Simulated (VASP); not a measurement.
BO: relaxation of cell and atoms with PBE

Crystal: BO.

```
B O
1.0
     1.19633    0.69070    4.64586
    -1.19633    0.69070    4.64586
     0.00000   -1.38141    4.64586
B O
1 1
Direct
  0.26628 0.26628 0.26628
  0.97589 0.97589 0.97589
```

```yaml
Program: VASP 6.6.1
Task: relaxation of cell and atoms
Functional: PBE
Potentials_or_basis: VASP PAW PBE potentials, release 64 (B, O)
Cutoff: 600 eV
k_mesh: 24 × 24 × 24
Occupations: gaussian, width 0.1 eV
Spin: no spin polarisation
Dipole_correction: no
Further_INCAR_settings: ALGO = Normal; EDIFF = 1e-06; IBRION = 2; EDIFFG = -0.01; NSW = 100; ISIF = 3
```

```json
{
 "Relaxed volume": "11.53 Å³/atom",
 "Relaxed cell": "a = 4.845 Å, b = 4.845 Å, c = 4.845 Å, α = 28.62°, β = 28.62°, γ = 28.62°",
 "Space group after relaxing (to 0.1 Å)": "R3m (No. 160)",
 "Energy gained by relaxing": "0.0 meV/atom",
 "Ionic steps": "5",
 "Pressure after relaxing": "0.0 GPa",
 "Largest force after relaxing": "0.005 eV/Å",
 "Band gap on the k mesh": "zero (an odd number of electrons rules out a gap without spin polarisation)"
}
```

Forces on the atoms (eV/Å):
```
B    0.000  0.000 -0.005
O    0.000  0.000  0.005
```

Final structure:
```
B O
1.0
     1.19754    0.69140    4.64355
    -1.19754    0.69140    4.64355
     0.00000   -1.38280    4.64355
B O
1 1
Direct
  0.26631 0.26631 0.26631
  0.97586 0.97586 0.97586
```

Levels at points of the mesh, in eV from the Fermi level:
```tsv
k point	band 3	band 4	band 5	band 6	band 7	band 8
(0.00, 0.00, 0.00)	-6.00	-6.00	-2.22	6.76	7.23	7.98
(0.50, 0.00, 0.00)	-8.29	-6.87	0.04	4.23	9.20	10.62
(0.50, 0.50, 0.00)	-8.29	-6.91	0.02	4.30	8.85	10.65
(0.50, 0.50, 0.50)	-6.00	-6.00	-1.13	5.07	7.48	7.98
```

Run time: 20 min on 1 thread of AMD EPYC 9R45 96-Core Processor (Zen 5) (shared host), peak memory 0.48 GiB.

Caveat: an odd number of electrons without spin polarisation forces a metal; a magnetic or distorted state may lie lower.
